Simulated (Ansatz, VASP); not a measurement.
# KLi: VASP beside Ansatz

The input INCAR:

```
  ALGO = Fast
  EDIFF = 1E-6
  EDIFFG = -0.01
  ENCUT = 600
  GGA = PE
  IBRION = 2
  ISIF = 3
  ISMEAR = 0
  LASPH = True
  LCHARG = False
  LREAL = False
  LWAVE = False
  NELM = 80
  NSW = 100
  PREC = Accurate
  SIGMA = 0.1
```

The input KPOINTS:

```
k-points
0
Gamma
  10 10 10
```

POSCAR

```
KLi
1.0
    0.0000000000      4.3850180485      4.3850180485
    4.3850180485      0.0000000000      4.3850180485
    4.3850180485      4.3850180485      0.0000000000
K Li
2 2
Direct
    0.0000000000      0.0000000000      0.0000000000
    0.2500000000      0.2500000000      0.2500000000
    0.5000000000      0.5000000000      0.5000000000
    0.7500000000      0.7500000000      0.7500000000
```

Input for Ansatz:

```yaml
crystal:
  lattice:
    - [0.0, 4.3850180485, 4.3850180485]
    - [4.3850180485, 0.0, 4.3850180485]
    - [4.3850180485, 4.3850180485, 0.0]
  atoms:
    - { symbol: K, position: [0.0, 0.0, 0.0] }
    - { symbol: K, position: [0.25, 0.25, 0.25] }
    - { symbol: Li, position: [0.5, 0.5, 0.5] }
    - { symbol: Li, position: [0.75, 0.75, 0.75] }
basis:
  ecutwfc: 420
kpoints:
  mp_grid: { grid: [10, 10, 10] }
hamiltonian:
  xc: pbe
scf:
  occupations: { method: gaussian, width: 0.1 }
output:
  forces: true
  stress: true
  eigenvalues: true
relax:
  adjacent_minimum: "off"
  f_tol: 0.01
  max_steps: 80
  cell: { stress_tol: 0.05 }
```

Alike in both runs: task relaxation of cell and atoms; functional PBE; k mesh 10 × 10 × 10; occupations gaussian, width 0.1 eV; no spin polarisation.

```csv
,VASP,Ansatz
version,VASP 6.6.1,Ansatz 0.2.0
potentials or method,"VASP PAW PBE potentials, release 64 (K_sv, Li_sv), cutoff 600 eV","scalar-relativistic, plane waves, PAW"
valence electrons in the cell,24,24
```

Ansatz gave:

```
gap on the k mesh at the Fermi level, each at its own relaxed structure (eV) : none
relaxed volume (Å³/atom)                                                     : 43.64
relaxed cell length with the largest relative difference (Å)                 : 6.273
```

Which values does VASP return?

gap on the k mesh at the Fermi level, each at its own relaxed structure (eV): none; relaxed volume (Å³/atom): 43.52; relaxed cell length with the largest relative difference (Å): 6.267.

A gap of «none» marks a metal or a gap that the smearing closes.

Noted on VASP's run: the cutoff is short for stress, so the pressure is rough.
